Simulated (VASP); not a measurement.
A run of VASP 6.6.1:

The input INCAR:

```
PREC = Accurate
ENCUT = 600
EDIFF = 1E-6
ISMEAR = 0
SIGMA = 0.1
LREAL = F
LASPH = T
NELM = 80
ALGO = Normal
ISIF = 3
LWAVE = F
LCHARG = F
GGA = PE
IBRION = 2
NSW = 90
EDIFFG = -0.04
```

Contents of KPOINTS:

```
regular mesh
0
Gamma
  6 6 4
```

POSCAR

```
Cu4Mo
1.0
    3.5020679400      0.0000000000      0.0000000000
   -1.7510339700      3.0328798000      0.0000000000
    0.0000000000      0.0000000000      6.5654763200
Cu Mo
4 1
Direct
    0.3333333300      0.6666666700      0.6701708300
    0.3333333300      0.6666666700      0.3298291700
    0.6666666700      0.3333333300      0.3298291700
    0.6666666700      0.3333333300      0.6701708300
    0.0000000000      0.0000000000      0.5000000000
```

Potentials or basis: VASP PAW PBE potentials, release 64 (Cu, Mo_sv).

Launch:

```sh
$ cat potpaw_PBE.64/Cu/POTCAR potpaw_PBE.64/Mo_sv/POTCAR > POTCAR
$ mpirun -np 1 vasp_std > vasp.out
```

Hardware: 1 thread of Intel(R) Xeon(R) Platinum 8488C (Sapphire Rapids), with other jobs on the host.

How long does it take, and how much memory?

It took 21 min on 1 thread of Intel(R) Xeon(R) Platinum 8488C (Sapphire Rapids), with other jobs on the host, peak memory 0.24 GiB. Counts: scf iterations 366, k points 21, ion steps 36.
